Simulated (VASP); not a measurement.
**MgO: single point with LDA**

**Measured values to compare with.**

From “Electronic structure of alkaline earth and post-transition metal oxides”, 2009, arxiv:0908.1581, for a bulk crystal of MgO: band gap 7.83 eV.

Crystal: MgO.

```
CELL_PARAMETERS angstrom
0.00000 2.08035 2.08035
2.08035 0.00000 2.08035
2.08035 2.08035 0.00000
ATOMIC_POSITIONS crystal
Mg 0.00000 0.00000 0.00000
O 0.50000 0.50000 0.50000
```

```json
{
 "Program": "VASP 6.6.1",
 "Task": "single point",
 "Functional": "LDA",
 "Potentials or basis": "VASP PAW LDA potentials, release 64 (Mg_sv, O)",
 "Cutoff": "840 eV",
 "k mesh": "10 × 10 × 10",
 "Occupations": "gaussian, width 0.02 eV",
 "Spin": "no spin polarisation",
 "Dipole correction": "no",
 "Further INCAR settings": "ALGO = Normal; EDIFF = 1e-06; NBANDS = 15"
}
```

```json
{
  "Pressure": "0.4 GPa",
  "Band gap on the k mesh": "5.03 eV"
}
```

Levels at points of the mesh, in eV from the valence-band top:
```
           k point  band 6  band 7  band 8  band 9  band 10  band 11
(0.00, 0.00, 0.00)    0.00    0.00    0.00    5.03    15.73    15.73
(0.50, 0.00, 0.00)   -4.86   -0.71   -0.71    7.97    12.83    16.39
(0.50, 0.50, 0.00)   -4.27   -1.42   -1.42    8.93    10.13    13.29
```

Run time: 14 s on 1 thread of Intel(R) Xeon(R) Platinum 8375C CPU @ 2.90GHz (Ice Lake) (shared host), peak memory 0.15 GiB.

A measured gap of MgO is 7.83 eV (quoted in “Electronic structure of alkaline earth and post-transition metal oxides”, 2009, arxiv:0908.1581); the calculated 5.03 eV misses it by -2.80 eV. The value is that of LDA, without temperature or zero-point motion. Semilocal functionals fall short of measured gaps as a rule.
